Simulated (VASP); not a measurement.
Runs of VASP 6.6.1 on Tl. The structure is that of space group P6_3/mmc (No. 194), or close to it. The cells are those of the table. 

```csv
task,cell,further INCAR settings,k mesh for the DOS,occupations for the DOS,gap on the mesh (eV),pressure (GPa)
single point,"a = 3.649, b = 3.649, c = 5.650 Å, angles 90.0, 90.0, 120.0°, 2 atoms",ALGO = Fast; EDIFF = 1e-06; NBANDS = 20,-,-,none,-2.5
single point,"a = 3.604, b = 3.604, c = 5.581 Å, angles 90.0, 90.0, 120.0°, 2 atoms",ALGO = Fast; EDIFF = 1e-06; NBANDS = 20,-,-,none,-1.7
single point,"a = 3.570, b = 3.570, c = 5.528 Å, angles 90.0, 90.0, 120.0°, 2 atoms",ALGO = Fast; EDIFF = 1e-06; NBANDS = 20,-,-,none,(b)
single point,"a = 3.393, b = 3.393, c = 5.405 Å, angles 90.0, 90.0, 120.0°, 2 atoms",ALGO = Fast; EDIFF = 1e-06; NBANDS = 20,-,-,none,(a)
single point,"a = 3.353, b = 3.353, c = 5.352 Å, angles 90.0, 90.0, 120.0°, 2 atoms",ALGO = Fast; EDIFF = 1e-07; NBANDS = 20,-,-,none,5.7
single point,"a = 3.456, b = 3.456, c = 5.525 Å, angles 90.0, 90.0, 120.0°, 2 atoms",ALGO = Fast; EDIFF = 1e-06; NBANDS = 20,-,-,none,1.1
single point,"a = 3.439, b = 3.439, c = 5.434 Å, angles 90.0, 90.0, 120.0°, 2 atoms",ALGO = Fast; EDIFF = 1e-07; NBANDS = 20,-,-,none,2.3
```

Alike in all rows: level PBE+D3(BJ); potentials or basis VASP PAW PBE potentials, release 64 (Tl_d); no spin polarisation; k mesh 15 × 15 × 8; cutoff (eV) 520; smearing gaussian 0.1 eV.

Estimate the missing entries.

(a) 3.8; (b) -0.9.

Caveats: spin-orbit coupling is left out, which moves the levels of the heavy elements; pairwise dispersion overbinds metals, which lowers pressure and volume.

A k mesh can miss the band edges, and the runs leave out spin-orbit coupling on Tl.

A gap of «none» marks levels without a gap at the run's occupations.
